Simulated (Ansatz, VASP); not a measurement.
Na in VASP and in Ansatz

The input INCAR:

```
PREC = Accurate ; ENCUT = 520
EDIFF = 1E-6 ; ISMEAR = -1
SIGMA = 0.08 ; LREAL = False
LASPH = True ; NELM = 150
ALGO = Normal ; ISIF = 2
LWAVE = False ; LCHARG = False
ISPIN = 2 ; MAGMOM = 0 0
LORBIT = 11 ; GGA = PS
NBANDS = 18
```

KPOINTS

```
Automatic mesh
0
Gamma
  18 18 9
```

File POSCAR:

```
Na
1.0
    3.7154685883      0.0000000000      0.0000000000
   -1.8577342942      3.2176901845      0.0000000000
    0.0000000000      0.0000000000      6.0776033939
Na
2
Direct
    0.3333333333      0.6666666667      0.2500000000
    0.6666666667      0.3333333333      0.7500000000
```

Input for Ansatz:

```yaml
crystal:
  lattice:
    - [3.71546858833, 0.0, 0.0]
    - [-1.85773429417, 3.21769018446, 0.0]
    - [0.0, 0.0, 6.07760339387]
  atoms:
    - { symbol: Na, position: [0.333333333333, 0.666666666667, 0.25] }
    - { symbol: Na, position: [0.666666666667, 0.333333333333, 0.75] }
kpoints:
  mp_grid: { grid: [18, 18, 9] }
scf:
  occupations: { method: fermi_dirac, width: 0.08 }
  lower_state_search: "off"
hamiltonian:
  xc: pbesol
  pseudopotentials: { kind: all_electron, lapw: { basis_error: 0.001 } }
output:
  forces: true
  stress: true
  eigenvalues: true
  eigenstates:
    nscf_kmesh: { grid: [16, 16, 12] }
    de_dk: true
    e_range: [-14, 14]
  optics:
    e_range: [0, 30]
    de: 0.2
    sigma: 0.15
    bands: { spectra_wanted_up_to: 30 }
    nscf_kmesh: { grid: [16, 16, 12] }
    drude_damping: 0.05
checkpoint:
  write: ck
  write_wavefunctions: false
magnetization:
  spin_polarized: true
```

Alike in both runs: task single point; functional PBEsol; k mesh 18 × 18 × 9; occupations fermi-dirac, width 0.08 eV; collinear spin.

```csv
,VASP,Ansatz
version,VASP 6.6.1,Ansatz 0.2.0
potentials or method,"VASP PAW PBE potentials, release 64 (Na_pv), cutoff 520 eV","all-electron LAPW, scalar-relativistic"
```

```csv
,VASP,Ansatz,Ansatz less VASP
pressure (GPa),0.0,0.0,-0.02
net moment per atom (μB),0.00,0.00,0.000
```

VASP's potentials were made for PBE, not for PBEsol. Ansatz ran all-electron here, and VASP with PAW potentials. Ansatz's warnings: no starting moments, optics on partly filled bands.
